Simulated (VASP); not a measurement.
A run of VASP 6.6.1:

File INCAR:

```
SYSTEM = PtSe2
PREC = Accurate ; ENCUT = 520
EDIFF = 1E-6 ; ISMEAR = -1
SIGMA = 0.05 ; LREAL = .FALSE.
LASPH = .TRUE. ; NELM = 80
ALGO = Normal ; ISIF = 2
LWAVE = .FALSE. ; LCHARG = .FALSE.
GGA = RE ; IVDW = 12
NBANDS = 18
```

Contents of KPOINTS:

```
regular mesh
0
G
  8 8 5
  0 0 0
```

POSCAR

```
PtSe2
1.0
    3.7561716869      0.0000000000      0.0000000000
   -1.8780858434      3.2529401018      0.0000000000
    0.0000000000      0.0000000000      4.6930797401
Pt Se
1 2
Direct
    0.0000000000      0.0000000000      0.0000000000
    0.6666666667      0.3333333333      0.7271281435
    0.3333333333      0.6666666667      0.2728718565
```

Potentials or basis: VASP PAW PBE potentials, release 64 (Pt, Se).

Run with:

```console
$ cat potpaw_PBE.64/Pt/POTCAR potpaw_PBE.64/Se/POTCAR > POTCAR
$ mpirun -np 1 vasp_std > vasp.out
```

Hardware: 1 thread of Intel(R) Xeon(R) Platinum 8559C (Emerald Rapids), with other jobs on the host.

Task: How long does it take, and how much memory?

Result: It took 16 s on 1 thread of Intel(R) Xeon(R) Platinum 8559C (Emerald Rapids), with other jobs on the host, peak memory 0.2 GiB. Counts: scf iterations 13, k points 40.
